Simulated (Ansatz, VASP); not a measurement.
# Two plane-wave programs on SrO

```
Sr O
1.0
     0.00000    2.47747    2.47747
     2.47747    0.00000    2.47747
     2.47747    2.47747    0.00000
Sr O
1 1
Direct
  0.00000 0.00000 0.00000
  0.50000 0.50000 0.50000
```

Change from the starting cell: hydrostatic strain -4.0%.

Alike in both runs: task single point; functional PBE; k mesh 8 × 8 × 8; occupations fermi-dirac, width 0.02 eV; no spin polarisation.

|  | VASP | Ansatz |
| --- | --- | --- |
| version | VASP 6.6.1 | Ansatz 0.2.0 |
| potentials or method | VASP PAW PBE potentials, release 64 (Sr_sv, O) | plane waves, PAW |
| plane-wave cutoff (eV) | 520 | 420 |
| valence electrons in the cell | 16 | 16 |

|  | VASP | Ansatz | Ansatz less VASP |
| --- | --- | --- | --- |
| gap on the k mesh at the Fermi level (eV) | 3.16 | 3.21 | +0.047 |
| pressure (GPa) | 17.5 | 16.5 | -0.98 |

With one functional, cell and mesh, what is left measures potentials, basis and numerics.
